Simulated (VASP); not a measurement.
# Al4Co3 in VASP: a series of runs

The runs below take Al4Co3 through single point, relaxation of the atoms, with PBE.

All numbers are computed with VASP 6.6.1; they aren't measurements. Logs are shortened: lines on timing, memory, paths and dates and some standing lists are left out, and cuts for length are marked.

**1. The cell of the first run**

The cell holds a slab with vacuum, 7 atoms: a = 2.819 Å, b = 2.819 Å, c = 25.458 Å, α = 90.00°, β = 90.00°, γ = 90.00°.

**2. Single point, PBE, collinear spin, ferromagnetic start**

Input file INCAR:

```
SYSTEM = Al4Co3
PREC     = Accurate       ! precision mode
ENCUT    = 520            ! plane-wave cutoff, eV
EDIFF    = 1E-6           ! SCF threshold, eV
ISMEAR   = 0              ! smearing method
SIGMA    = 0.1            ! smearing width, eV
LREAL    = .FALSE.        ! projectors in reciprocal space
LASPH    = .TRUE.         ! aspherical terms in the spheres
NELM     = 150            ! most SCF steps
ALGO     = Normal         ! electronic algorithm
ISIF     = 2              ! what is computed and relaxed
LWAVE    = .FALSE.        ! write WAVECAR
LCHARG   = .FALSE.        ! write CHGCAR
ISPIN    = 2              ! spin polarisation
MAGMOM   = 0 0 0 0 3 3 3  ! initial moments
LORBIT   = 11             ! projections on sites
LMAXMIX  = 4              ! l up to which the mixer works
LDIPOL   = .TRUE.       
IDIPOL   = 3            
DIPOL    = 0.5 0.5 0.503
GGA      = PE             ! functional
NBANDS   = 32             ! bands
```

Input file KPOINTS:

```
regular mesh
0
G
  9 9 1
  0 0 0
```

Input file POSCAR:

```
Al4Co3
1.0
    2.8194032100      0.0000000000      0.0000000000
    0.0000000000      2.8194032100      0.0000000000
    0.0000000000      0.0000000000     25.4582096668
Al Co
4 3
Direct
    0.0000000000      0.0000000000      0.3338805089
    0.0000000000      0.0000000000      0.4446268363
    0.0000000000      0.0000000000      0.5589501394
    0.0000000000      0.0000000000      0.6711377579
    0.5000000000      0.5000000000      0.3892536726
    0.5000000000      0.5000000000      0.5023471933
    0.5000000000      0.5000000000      0.6184285088
```

Potentials or basis: VASP PAW PBE potentials, release 64 (Al, Co).

Command:

```
$ cat potpaw_PBE.64/Al/POTCAR potpaw_PBE.64/Co/POTCAR > POTCAR
$ mpirun -np 1 vasp_std > vasp.out
```

OUTCAR:

```text
SYSTEM = Al4Co3
   PREC = Accurate
   ENCUT = 520
   EDIFF = 1E-6
   ISMEAR = 0
   LREAL = .FALSE.
   LASPH = .TRUE.
   NELM = 150
   ISIF = 2
   ISPIN = 2
   LORBIT = 11
   GGA = PE

 ion  position               nearest neighbor table
   1  0.000  0.000  0.334-   5 2.44   5 2.44   5 2.44   5 2.44   2 2.82
   2  0.000  0.000  0.445-   5 2.44   5 2.44   5 2.44   5 2.44   6 2.48   6 2.48   6 2.48   6 2.48
                             1 2.82   3 2.91
   3  0.000  0.000  0.559-   6 2.46   6 2.46   6 2.46   6 2.46   7 2.50   7 2.50   7 2.50   7 2.50
                             4 2.86   2 2.91
   4  0.000  0.000  0.671-   7 2.40   7 2.40   7 2.40   7 2.40   3 2.86
   5  0.500  0.500  0.389-   1 2.44   1 2.44   1 2.44   1 2.44   2 2.44   2 2.44   2 2.44   2 2.44
                             6 2.88
   6  0.500  0.500  0.502-   3 2.46   3 2.46   3 2.46   3 2.46   2 2.48   2 2.48   2 2.48   2 2.48
                             5 2.88   7 2.96
   7  0.500  0.500  0.618-   4 2.40   4 2.40   4 2.40   4 2.40   3 2.50   3 2.50   3 2.50   3 2.50
                             6 2.96

  LATTYP: Found a simple tetragonal cell.
 ALAT       =     2.8194032100
 C/A-ratio  =     9.0296448470

  Lattice vectors:

 A1 = (   2.8194032100,   0.0000000000,   0.0000000000)
 A2 = (   0.0000000000,   2.8194032100,   0.0000000000)
 A3 = (   0.0000000000,   0.0000000000,  25.4582096668)

Analysis of symmetry for initial positions (statically):
=====================================================================
 Subroutine PRICEL returns:
 Original cell was already a primitive cell.

 Routine SETGRP: Setting up the symmetry group for a
 simple tetragonal supercell.

 Subroutine GETGRP returns: Found  8 space group operations
 (whereof  8 operations were pure point group operations)
 out of a pool of 16 trial point group operations.

The static configuration has the point symmetry C_4v.

Analysis of symmetry for dynamics (positions and initial velocities):
=====================================================================
 Subroutine PRICEL returns:
 Original cell was already a primitive cell.

 Routine SETGRP: Setting up the symmetry group for a
 simple tetragonal supercell.

 Subroutine GETGRP returns: Found  8 space group operations
 (whereof  8 operations were pure point group operations)
 out of a pool of 16 trial point group operations.

The dynamic configuration has the point symmetry C_4v.

Analysis of structural, dynamic, and magnetic symmetry:
=====================================================================
 Subroutine PRICEL returns:
 Original cell was already a primitive cell.

 Routine SETGRP: Setting up the symmetry group for a
 simple tetragonal supercell.

 Subroutine GETGRP returns: Found  8 space group operations
 (whereof  8 operations were pure point group operations)
 out of a pool of 16 trial point group operations.

The overall configuration has the point symmetry C_4v.

 Subroutine INISYM returns: Found  8 space group operations
 (whereof  8 operations are pure point group operations),
 and found     1 'primitive' translations

----------------------------------------------------------------------------------------

                                     Primitive cell

  volume of cell :     202.3682

  direct lattice vectors                    reciprocal lattice vectors
     2.819403210  0.000000000  0.000000000     0.354684990  0.000000000  0.000000000
     0.000000000  2.819403210  0.000000000     0.000000000  0.354684990  0.000000000
     0.000000000  0.000000000 25.458209667     0.000000000  0.000000000  0.039280060

  length of vectors
     2.819403210  2.819403210 25.458209667     0.354684990  0.354684990  0.039280060

  position of ions in fractional coordinates (direct lattice)
     0.000000000  0.000000000  0.333880509
     0.000000000  0.000000000  0.444626836
     0.000000000  0.000000000  0.558950139
     0.000000000  0.000000000  0.671137758
     0.500000000  0.500000000  0.389253673
     0.500000000  0.500000000  0.502347193
[... 59 lines left out ...]
   dimension x,y,z NGXF=    48 NGYF=   48 NGZF=  384
   ions per type =               4   3
   NGX,Y,Z   is equivalent  to a cutoff of  14.15, 14.15, 12.54 a.u.
   NGXF,Y,Z  is equivalent  to a cutoff of  28.30, 28.30, 25.08 a.u.
 SYSTEM =  Al4Co3
   PREC   = accura    normal or accurate (medium, high low for compatibility)
   ISTART =      0    job   : 0-new  1-cont  2-samecut
   ICHARG =      2    charge: 1-file 2-atom 10-const
   ISPIN  =      2    spin polarized calculation?
   LNONCOLLINEAR =      F non collinear calculations
   LSORBIT =      F    spin-orbit coupling
   LASPH  =      T    aspherical Exc in radial PAW
   ENCUT  =  520.0 eV  38.22 Ry    6.18 a.u.   5.24  5.24 47.34*2*pi/ulx,y,z
   NELM   =    150;   NELMIN=  2; NELMDL= -5     # of ELM steps
   EDIFF  = 0.1E-05   stopping-criterion for ELM
   LREAL  =      F    real-space projection
   EDIFFG = 0.1E-04   stopping-criterion for IOM
   NSW    =      0    number of steps for IOM
   IBRION =     -1    ionic relax: 0-MD 1-quasi-New 2-CG
   NFREE  =      0    steps in history (QN), initial steepest desc. (CG)
   ISIF   =      2    stress and relaxation
   ISYM   =      2    0-nonsym 1-usesym 2-fastsym
   POTIM  = 0.5000    time-step for ionic-motion
   TEBEG  =    0.0;   TEEND  =   0.0 temperature during run
   PSTRESS=    0.0 pullay stress
   NELECT =      39.0000    total number of electrons
   NUPDOWN=      -1.0000    fix difference up-down
   EMIN   =  10.00;   EMAX   =-10.00  energy-range for DOS
   EFERMI =   0.00;   METHOD = LEGACY
   ISMEAR =     0;   SIGMA  =   0.10  broadening in eV -4-tet -1-fermi 0-gaus
   EFERMI_NEDOS =   21; number of points for ismear=-14 and -15
   IALGO  =     38    algorithm
   IMIX   =      4    mixing-type and parameters
     AMIX     =   0.40;   BMIX     =  1.00
     AMIX_MAG =   1.60;   BMIX_MAG =  1.00
  volume/ion in A,a.u.               =      28.91       195.09
  Fermi-wavevector in a.u.,A,eV,Ry     =   0.945618  1.786958 12.166234  0.894193
  Thomas-Fermi vector in A             =   2.073537
   LORBIT       =     11    0 simple, 1 ext, 2 COOP (PROOUT), +10 PAW based schemes
   GGA     = PE    functional components
   LHFCALC =     F    Hartree Fock is set to
   AEXX    =    0.0000 exact exchange contribution
   IVDW    =     0    specifies the selected vdW correction
   LEPSILON=     F    determine dielectric tensor
   LRPA    =     F    only Hartree local field effects (RPA)
 spin polarized calculation
 Gauss-broadening in eV      SIGMA  =   0.10
  energy-cutoff  :      520.00
  volume of cell :      202.37
 maximum number of plane-waves:      5484
 NGX is ok and might be reduce to    24
   NGX = 11   NGY = 11   NGZ = 95

 dipolmoment           0.000000      0.000000      0.011186 electrons x Angstroem

 number of electron      39.0000001 magnetization       1.1007986

 dipolmoment           0.000000      0.000000     -0.007010 electrons x Angstroem

 Free energy of the ion-electron system (eV)
  ---------------------------------------------------
  ext. energy  EPLUGINS =         0.00000000
  ---------------------------------------------------
  free energy    TOTEN  =       -38.34808814 eV

  energy without entropy =      -38.32732017  energy(sigma->0) =      -38.33770416

 E-fermi :   2.1817     XC(G=0):  -5.8019

 val. band max:        2.1793754361   @ k =   0.4444   0.3333   0.0000
 cond. band min:       2.1826895533   @ k =   0.4444   0.2222   0.0000
 fundamental gap:      0.0033141172
 Fermi energy:         2.1817376680

 spin component 1

 k-point     1 :       0.0000    0.0000    0.0000
  band No.  band energies     occupation
      1      -8.6129      1.00000
      2      -7.9145      1.00000
      3      -6.5618      1.00000
      4      -4.9918      1.00000
      5      -3.1442      1.00000
      6      -1.8324      1.00000
[... 499 lines left out ...]
     30       6.1409      0.00000
     31       6.7063      0.00000
 Fermi energy:         2.1817376680

 spin component 2

 k-point     1 :       0.0000    0.0000    0.0000
  band No.  band energies     occupation
      1      -8.6344      1.00000
      2      -7.9250      1.00000
      3      -6.5429      1.00000
      4      -4.9653      1.00000
      5      -3.0250      1.00000
      6      -1.5548      1.00000
[... 499 lines left out ...]
     30       6.2599      0.00000
     31       6.8069      0.00000
 [bands above 31 left out]

------------------------ aborting loop because EDIFF is reached ----------------------------------------

 vacuum level on the upper side and lower side of the slab       (xc-potential included)        -0.075         0.082

  FORCE on cell =-STRESS in cart. coord.  units (eV):
  Direction    XX          YY          ZZ          XY          YZ          ZX
  --------------------------------------------------------------------------------------
  -------------------------------------------------------------------------------------
  Total        0.7199877      0.7199877      0.5027835      0.0000000      0.0000000      0.0000000
  in kB        5.7002436      5.7002436      3.9806074      0.0000000      0.0000000      0.0000000
  external PRESSURE =       5.1270315 kB  Pullay stress =       0.0000000 kB

 VOLUME and BASIS-vectors are now :
 -----------------------------------------------------------------------------
  energy-cutoff  :      520.00
  volume of cell :      202.37
      direct lattice vectors                 reciprocal lattice vectors
     2.819403210  0.000000000  0.000000000     0.354684990  0.000000000  0.000000000
     0.000000000  2.819403210  0.000000000     0.000000000  0.354684990  0.000000000
     0.000000000  0.000000000 25.458209667     0.000000000  0.000000000  0.039280060

 POSITION                                       TOTAL-FORCE (eV/Angst)
 -----------------------------------------------------------------------------------
      0.00000      0.00000      8.50000         0.000000     -0.000000      0.133386
      0.00000      0.00000     11.31940         0.000000     -0.000000      0.521903
      0.00000      0.00000     14.22987         0.000000     -0.000000      0.010464
      0.00000      0.00000     17.08597         0.000000     -0.000000     -0.003016
      1.40970      1.40970      9.90970         0.000000     -0.000000     -0.648642
      1.40970      1.40970     12.78886         0.000000      0.000000     -0.004633
      1.40970      1.40970     15.74408         0.000000     -0.000000     -0.009461
 -----------------------------------------------------------------------------------
    total drift:                                0.000000     -0.000000      0.000008

  FREE ENERGIE OF THE ION-ELECTRON SYSTEM (eV)
  ---------------------------------------------------
  free  energy   TOTEN  =       -38.3480881446 eV

  energy  without entropy=      -38.3273201710  energy(sigma->0) =      -38.33770416

 vacuum level on the upper side and lower side of the slab         5.914         6.074

 total charge

# of ion       s       p       d       tot
------------------------------------------
    1        0.420   0.368   0.000   0.788
    2        0.396   0.435   0.000   0.831
    3        0.392   0.425   0.000   0.818
    4        0.424   0.375   0.000   0.799
    5        0.453   0.522   7.531   8.506
    6        0.438   0.504   7.513   8.455
    7        0.448   0.514   7.524   8.486
--------------------------------------------------
tot          2.971   3.143  22.567  28.682

 magnetization (x)

# of ion       s       p       d       tot
------------------------------------------
    1        0.007   0.013   0.000   0.020
    2       -0.001  -0.005   0.000  -0.006
    3       -0.001  -0.004   0.000  -0.005
    4        0.003   0.007   0.000   0.010
    5        0.011  -0.009   0.472   0.474
    6        0.001  -0.005   0.103   0.099
    7        0.010  -0.009   0.433   0.434
--------------------------------------------------
tot          0.029  -0.012   1.009   1.025
```

It took 11 min on 1 thread of Intel Xeon Platinum 8259CL at 2.50GHz (Skylake/Cascade Lake), shared host; peak memory 0.49 GiB.

What came out:

| Property | Result |
| --- | --- |
| Free energy | -38.3481 eV |
| Largest force | 0.649 eV/Å |
| Net moment | 1.10 μB per cell |
| Site moments | Al +0.02, -0.01, +0.01 (each value once); Co +0.47, +0.10, +0.43 μB |
| Valence electrons inside the program's atomic spheres | Al 0.79, 0.83, 0.82, 0.80; Co 8.51, 8.46, 8.49 |

Forces on the atoms (eV/Å):
```
Al   0.000  0.000  0.133
Al   0.000  0.000  0.522
Al   0.000  0.000  0.010
Al   0.000  0.000 -0.003
Co   0.000  0.000 -0.649
Co   0.000  0.000 -0.005
Co   0.000  0.000 -0.009
```

Levels at points of the mesh, in eV from the Fermi level:
Spin up:
| k point | band 18 | band 19 | band 20 | band 21 | band 22 | band 23 |
| --- | --- | --- | --- | --- | --- | --- |
| (0.00, 0.00, 0.00) | -0.94 | -0.71 | -0.63 | -0.60 | 0.79 | 2.56 |
Spin down:
```csv
k point,band 16,band 17,band 18,band 19,band 20,band 21,band 22,band 23
"(0.00, 0.00, 0.00)",-0.87,-0.68,-0.67,-0.52,-0.18,-0.16,1.01,2.76
```

**3. Relaxation of the atoms, PBE, collinear spin, ferromagnetic start**

Input file INCAR:

```
SYSTEM = Al4Co3
ALGO = Normal
DIPOL = 0.5 0.5 0.500
EDIFF = 1E-6
EDIFFG = -0.04
ENCUT = 520
GGA = PE
IBRION = 2
IDIPOL = 3
ISIF = 2
ISMEAR = 0
ISPIN = 2
KPAR = 4
LASPH = .TRUE.
LCHARG = .FALSE.
LDIPOL = .TRUE.
LMAXMIX = 4
LORBIT = 11
LREAL = .FALSE.
LWAVE = .FALSE.
MAGMOM = 0 0 0 0 3 3 3
NELM = 150
NSW = 60
PREC = Accurate
SIGMA = 0.1
```

Input file KPOINTS:

```
k-points
0
G
  9 9 1
  0 0 0
```

Input file POSCAR:

```
Al4Co3
1.0
    2.8194032100      0.0000000000      0.0000000000
    0.0000000000      2.8194032100      0.0000000000
    0.0000000000      0.0000000000     25.4582096668
Al Co
4 3
Selective dynamics
Direct
    0.0000000000      0.0000000000      0.3338805089  F F F
    0.0000000000      0.0000000000      0.4446268363  F F F
    0.0000000000      0.0000000000      0.5553731637  T T T
    0.0000000000      0.0000000000      0.6661194911  T T T
    0.5000000000      0.5000000000      0.3892536726  F F F
    0.5000000000      0.5000000000      0.5000000000  T T T
    0.5000000000      0.5000000000      0.6107463274  T T T
```

Potentials or basis: VASP PAW PBE potentials, release 64 (Al, Co).

Command:

```
$ cat potpaw_PBE.64/Al/POTCAR potpaw_PBE.64/Co/POTCAR > POTCAR
$ mpirun -np 4 vasp_std > vasp.out
```

Run time: 16 min. Hardware: 4 MPI ranks of Intel Xeon Platinum 8259CL at 2.50GHz (Skylake/Cascade Lake), shared host; peak memory 0.5 GiB.

The run converged. Its results:

| Quantity | Value |
| --- | --- |
| Free energy | -38.3480 eV |
| Energy gained by relaxing | 7.6 meV/atom |
| Ionic steps | 10 |
| Net moment | 1.12 μB per cell |
| Site moments | Al +0.02, -0.01, +0.01 (each value once); Co +0.47, +0.10, +0.45 μB |
| Valence electrons inside the program's atomic spheres | Al 0.79, 0.83, 0.82, 0.80; Co 8.51, 8.46, 8.49 |

Step by step:
| step | energy change (eV) | largest force on free atoms (eV/Å) | pressure (GPa) |
| --- | --- | --- | --- |
| 1 | 0.0000 | 0.7208 | 1.49 |
| 2 | -0.0200 | 0.3978 | 1.53 |
| 3 | -0.0272 | 0.2868 | 1.60 |
| 4 | -0.0322 | 0.1572 | 1.57 |
| 5 | -0.0367 | 0.2575 | 1.50 |
| 6 | -0.0407 | 0.2258 | 1.40 |
| 7 | -0.0478 | 0.1392 | 1.09 |
| 8 | -0.0488 | 0.1804 | 0.94 |
| 9 | -0.0516 | 0.0968 | 0.79 |
| 10 | -0.0531 | 0.0132 | 0.59 |

Final structure:
```yaml
crystal:
  lattice:
    - [2.81940, 0.00000, 0.00000]
    - [0.00000, 2.81940, 0.00000]
    - [0.00000, 0.00000, 25.45821]
  atoms:
    - { symbol: Al, position: [0.00000, 0.00000, 0.33388] }
    - { symbol: Al, position: [0.00000, 0.00000, 0.44463] }
    - { symbol: Al, position: [0.00000, 0.00000, 0.55877] }
    - { symbol: Al, position: [0.00000, 0.00000, 0.67070] }
    - { symbol: Co, position: [0.50000, 0.50000, 0.38925] }
    - { symbol: Co, position: [0.50000, 0.50000, 0.50216] }
    - { symbol: Co, position: [0.50000, 0.50000, 0.61806] }
```

Levels at points of the mesh, in eV from the Fermi level:
Spin up:
```csv
k point,band 16,band 17,band 18,band 19,band 20,band 21,band 22,band 23,band 24,band 25
"(0.00, 0.00, 0.00)",-0.99,-0.94,-0.94,-0.71,-0.64,-0.61,0.80,2.57,3.45,3.99
```
Spin down:
```
           k point  band 17  band 18  band 19  band 20  band 21  band 22
(0.00, 0.00, 0.00)    -0.68    -0.67    -0.53    -0.18    -0.15     1.02
```
